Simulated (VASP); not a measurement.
# Ge (Fd-3m) in VASP: notebook, part 2 of 2

VASP 6.6.1. Earlier steps stand in the parts before.

## Step 3: Single point, PBE

The input, INCAR:

```
PREC = Accurate
ENCUT = 520
EDIFF = 1E-6
ISMEAR = 0
SIGMA = 0.01
LREAL = False
LASPH = True
NELM = 60
ALGO = Normal
ISIF = 2
LWAVE = False
LCHARG = False
GGA = PE
NBANDS = 21
```

The input, KPOINTS:

```
regular mesh
0
Gamma
  4 4 4
```

The input, POSCAR:

```
Ge
1.0
    0.0000000000      2.8289100000      2.8289100000
    2.8289100000      0.0000000000      2.8289100000
    2.8289100000      2.8289100000      0.0000000000
Ge
2
Direct
    0.0000000000      0.0000000000      0.0000000000
    0.2500000000      0.2500000000      0.2500000000
```

Potentials or basis: VASP PAW PBE potentials, release 64 (Ge_d).

The run is started by

```sh
cat potpaw_PBE.64/Ge_d/POTCAR > POTCAR
mpirun -np 1 vasp_std > vasp.out
```

OUTCAR:

```text
PREC = Accurate
   ENCUT = 520
   EDIFF = 1E-6
   ISMEAR = 0
   LREAL = False
   LASPH = True
   NELM = 60
   ISIF = 2
   GGA = PE

 ion  position               nearest neighbor table
   1  0.000  0.000  0.000-   2 2.45   2 2.45   2 2.45   2 2.45
   2  0.250  0.250  0.250-   1 2.45   1 2.45   1 2.45   1 2.45

  LATTYP: Found a face centered cubic cell.
 ALAT       =     5.6578200000

  Lattice vectors:

 A1 = (   0.0000000000,   2.8289100000,   2.8289100000)
[... 361 lines left out ...]

------------------------ aborting loop because EDIFF is reached ----------------------------------------

  FORCE on cell =-STRESS in cart. coord.  units (eV):
  Direction    XX          YY          ZZ          XY          YZ          ZX
  --------------------------------------------------------------------------------------
  -------------------------------------------------------------------------------------
  Total        1.0002487      1.0002487      1.0002487      0.0000000      0.0000000     -0.0000000
  in kB       35.3941244     35.3941244     35.3941244      0.0000000      0.0000000     -0.0000000
  external PRESSURE =      35.3941244 kB  Pullay stress =       0.0000000 kB

 VOLUME and BASIS-vectors are now :
 -----------------------------------------------------------------------------
  energy-cutoff  :      520.00
  volume of cell :       45.28
      direct lattice vectors                 reciprocal lattice vectors
     0.000000000  2.828910000  2.828910000    -0.176746521  0.176746521  0.176746521
     2.828910000  0.000000000  2.828910000     0.176746521 -0.176746521  0.176746521
     2.828910000  2.828910000  0.000000000     0.176746521  0.176746521 -0.176746521

 POSITION                                       TOTAL-FORCE (eV/Angst)
 -----------------------------------------------------------------------------------
      0.00000      0.00000      0.00000         0.000000     -0.000000      0.000000
      1.41446      1.41446      1.41446        -0.000000      0.000000     -0.000000
 -----------------------------------------------------------------------------------
    total drift:                                0.000000      0.000000      0.000000

  FREE ENERGIE OF THE ION-ELECTRON SYSTEM (eV)
  ---------------------------------------------------
  free  energy   TOTEN  =        -8.7487161101 eV

  energy  without entropy=       -8.7487098960  energy(sigma->0) =       -8.74871300
```

stdout:

```text
POSCAR found type information on POSCAR Ge
 POSCAR found :  1 types and       2 ions
 scaLAPACK will be used
 LDA part: xc-table for (Slater+PW92), standard interpolation
 POSCAR, INCAR and KPOINTS ok, starting setup
 FFT: planning ... GRIDC
 FFT: planning ... GRID_SOFT
 FFT: planning ... GRID
 WAVECAR not read
 entering main loop
```

Run time: 9.7 s. Hardware: 1 thread of Intel Xeon Platinum 8259CL at 2.50GHz (Skylake/Cascade Lake), shared host; peak memory 0.16 GiB.

Results:

```
Free energy            : -8.7487 eV
Pressure               : 3.5 GPa
Band gap on the k mesh : 0.04 eV, direct
```

Levels at points of the mesh, in eV from the valence-band top:
```
           k point  band 12  band 13  band 14  band 15  band 16  band 17
(0.00, 0.00, 0.00)     0.00     0.00     0.00     0.04     2.54     2.54
(0.50, 0.00, 0.00)    -7.60    -1.41    -1.41     0.18     3.73     3.73
(0.50, 0.50, 0.00)    -8.89    -3.08    -3.08     0.75     0.75     9.51
```

Caveat: the k points lie up to 0.48 Å⁻¹ apart. A k mesh can miss the band edges.

## Step 4: Single point, PBE

The input, INCAR:

```
  PREC = Accurate
  ENCUT = 520
  EDIFF = 1E-6
  ISMEAR = 0
  SIGMA = 0.01
  LREAL = False
  LASPH = True
  NELM = 60
  ALGO = Normal
  ISIF = 2
  LWAVE = False
  LCHARG = True
  GGA = PE
  LELF = True
  LVHAR = True
  NBANDS = 21
```

The input, KPOINTS:

```
regular mesh
0
Gamma
  5 5 5
```

POSCAR is that of step 3.

Potentials or basis: VASP PAW PBE potentials, release 64 (Ge_d).

The run is started by

```sh
cat potpaw_PBE.64/Ge_d/POTCAR > POTCAR
mpirun -np 1 vasp_std > vasp.out
```

OUTCAR:

```text
PREC = Accurate
   ENCUT = 520
   EDIFF = 1E-6
   ISMEAR = 0
   LREAL = False
   LASPH = True
   NELM = 60
   ISIF = 2
   GGA = PE

 ion  position               nearest neighbor table
   1  0.000  0.000  0.000-   2 2.45   2 2.45   2 2.45   2 2.45
   2  0.250  0.250  0.250-   1 2.45   1 2.45   1 2.45   1 2.45

  LATTYP: Found a face centered cubic cell.
 ALAT       =     5.6578200000

  Lattice vectors:

 A1 = (   0.0000000000,   2.8289100000,   2.8289100000)
[... 411 lines left out ...]

------------------------ aborting loop because EDIFF is reached ----------------------------------------

  FORCE on cell =-STRESS in cart. coord.  units (eV):
  Direction    XX          YY          ZZ          XY          YZ          ZX
  --------------------------------------------------------------------------------------
  -------------------------------------------------------------------------------------
  Total        0.9503406      0.9503406      0.9503406      0.0000000      0.0000000     -0.0000000
  in kB       33.6281107     33.6281107     33.6281107      0.0000000      0.0000000     -0.0000000
  external PRESSURE =      33.6281107 kB  Pullay stress =       0.0000000 kB

 VOLUME and BASIS-vectors are now :
 -----------------------------------------------------------------------------
  energy-cutoff  :      520.00
  volume of cell :       45.28
      direct lattice vectors                 reciprocal lattice vectors
     0.000000000  2.828910000  2.828910000    -0.176746521  0.176746521  0.176746521
     2.828910000  0.000000000  2.828910000     0.176746521 -0.176746521  0.176746521
     2.828910000  2.828910000  0.000000000     0.176746521  0.176746521 -0.176746521

 POSITION                                       TOTAL-FORCE (eV/Angst)
 -----------------------------------------------------------------------------------
      0.00000      0.00000      0.00000        -0.000000     -0.000000     -0.000000
      1.41446      1.41446      1.41446         0.000000      0.000000      0.000000
 -----------------------------------------------------------------------------------
    total drift:                                0.000000      0.000000      0.000000

  FREE ENERGIE OF THE ION-ELECTRON SYSTEM (eV)
  ---------------------------------------------------
  free  energy   TOTEN  =        -8.9071143606 eV

  energy  without entropy=       -8.9071088645  energy(sigma->0) =       -8.90711161
```

OSZICAR:

```text
N       E                     dE             d eps       ncg     rms          rms(c)
DAV:   1     0.187064231899E+03    0.18706E+03   -0.14464E+04   453   0.363E+03
DAV:   2     0.177748688468E+02   -0.16929E+03   -0.16435E+03   420   0.607E+02
DAV:   3    -0.811274827347E+01   -0.25888E+02   -0.25695E+02   475   0.142E+02
DAV:   4    -0.898514752915E+01   -0.87240E+00   -0.87183E+00   475   0.302E+01
DAV:   5    -0.900005793424E+01   -0.14910E-01   -0.14910E-01   485   0.434E+00    0.326E+00
DAV:   6    -0.893717526113E+01    0.62883E-01   -0.22737E-02   490   0.144E+00    0.194E+00
DAV:   7    -0.890489879177E+01    0.32276E-01   -0.52749E-02   451   0.203E+00    0.156E-01
DAV:   8    -0.890692252169E+01   -0.20237E-02   -0.66114E-03   435   0.977E-01    0.467E-02
DAV:   9    -0.890709057635E+01   -0.16805E-03   -0.24353E-04   488   0.210E-01    0.170E-02
DAV:  10    -0.890711274963E+01   -0.22173E-04   -0.49806E-05   455   0.865E-02    0.682E-03
DAV:  11    -0.890711425892E+01   -0.15093E-05   -0.77030E-06   489   0.479E-02    0.198E-03
DAV:  12    -0.890711436057E+01   -0.10166E-06   -0.21499E-07   273   0.714E-03
   1 F= -.89071144E+01 E0= -.89071116E+01  d E =-.549611E-05
```

Run time: 11 s. Hardware: 1 thread of Intel Xeon Platinum 8259CL at 2.50GHz (Skylake/Cascade Lake), shared host; peak memory 0.16 GiB.

Results:

* Free energy: -8.9071 eV
* Pressure: 3.4 GPa
* Band gap on the k mesh: 0.04 eV, direct

A k mesh can miss the band edges.

## Step 5: Single point, PBE

The input, INCAR:

```
PREC     = Accurate       # precision mode
ENCUT    = 520            # plane-wave cutoff, eV
EDIFF    = 1E-7           # SCF threshold, eV
ISMEAR   = 0              # smearing method
SIGMA    = 0.01           # smearing width, eV
LREAL    = F              # projectors in reciprocal space
LASPH    = T              # aspherical terms in the spheres
NELM     = 100            # most SCF steps
ALGO     = Normal         # electronic algorithm
ISIF     = 2              # what is computed and relaxed
LWAVE    = F              # write WAVECAR
LCHARG   = T              # write CHGCAR
GGA      = PE             # functional
LELF     = T              # ELF
LVHAR    = T            
NBANDS   = 21             # bands
```

The input, KPOINTS:

```
Automatic mesh
0
Gamma
  7 7 7
```

POSCAR is that of step 4.

The run is started by

```sh
cat potpaw_PBE.64/Ge_d/POTCAR > POTCAR
mpirun -np 1 vasp_std > vasp.out
```

Wall time 18 s (1 thread of Intel Xeon Platinum 8259CL at 2.50GHz (Skylake/Cascade Lake), shared host); peak memory 0.16 GiB.

Results (log left out):

```yaml
Free_energy: -8.9882 eV
Pressure: 3.4 GPa
Band_gap_on_the_k_mesh: 0.03 eV, direct
```

Levels at points of the mesh, in eV from the valence-band top:
```tsv
k point	band 11	band 12	band 13	band 14	band 15	band 16	band 17	band 18
(0.00, 0.00, 0.00)	-12.77	0.00	0.00	0.00	0.03	2.55	2.55	2.55
```

## Step 6: The runs side by side

| k mesh | gap on the mesh (eV) | pressure (GPa) |
| --- | --- | --- |
| 2 × 2 × 2 | 0.06 | 8.9 |
| 4 × 4 × 4 | 0.04 | 3.5 |
| 5 × 5 × 5 | 0.04 | 3.4 |
| 7 × 7 × 7 | 0.03 | 3.4 |

Alike in all rows: task single point; level PBE; potentials or basis VASP PAW PBE potentials, release 64 (Ge_d); no spin polarisation; cell as given; cutoff (eV) 520; smearing gaussian 0.01 eV.

Caveats: some runs use coarse meshes.

Absolute energies hang on the potentials; compare differences alone.
